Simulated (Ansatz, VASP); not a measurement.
# Two plane-wave programs on Ru

Contents of INCAR:

```
PREC = Accurate ; ENCUT = 520
EDIFF = 1E-7 ; ISMEAR = 0
SIGMA = 0.15 ; LREAL = F
LASPH = T ; NELM = 100
ALGO = Fast ; ISIF = 2
LWAVE = F ; LCHARG = T
GGA = PE ; LELF = T
LVHAR = T ; NBANDS = 13
```

File KPOINTS:

```
regular mesh
0
Gamma
  22 22 22
```

Contents of POSCAR:

```
Ru
1.0
    0.0000000000      1.9150000000      1.8192500000
    1.9150000000      0.0000000000      1.8192500000
    1.9150000000      1.9150000000      0.0000000000
Ru
1
Direct
    0.0000000000      0.0000000000      0.0000000000
```

Input for Ansatz:

```yaml
crystal:
  lattice:
    - [0.0, 1.915, 1.81925]
    - [1.915, 0.0, 1.81925]
    - [1.915, 1.915, 0.0]
  atoms:
    - { symbol: Ru, position: [0.0, 0.0, 0.0] }
basis:
  ecutwfc: 420
kpoints:
  mp_grid: { grid: [22, 22, 22] }
hamiltonian:
  xc: pbe
scf:
  occupations: { method: gaussian, width: 0.15 }
output:
  forces: true
  stress: true
  eigenvalues: true
```

Change from the starting cell: strain -0.0500 x Voigt [0, 0, 1, 0, 0, 0], atoms carried along.

Alike in both runs: task single point; functional PBE; k mesh 22 × 22 × 22; occupations gaussian, width 0.15 eV; no spin polarisation.

```csv
,VASP,Ansatz
version,VASP 6.6.1,Ansatz 0.2.0
potentials or method,"VASP PAW PBE potentials, release 64 (Ru_pv), cutoff 520 eV","scalar-relativistic, plane waves, PAW"
valence electrons in the cell,14,16
```

```csv
,VASP,Ansatz,Ansatz less VASP
gap on the k mesh at the Fermi level (eV),none,none,-
pressure (GPa),12.3,12.4,+0.08
"traceless stress, the component that is largest in VASP (GPa)",9.54,9.55,+0.012
```

A gap of «none» marks a metal or a gap that the smearing closes. VASP's potentials hold 14 valence electrons a cell and Ansatz's 16, so a difference there can come from the potentials and not from the codes.
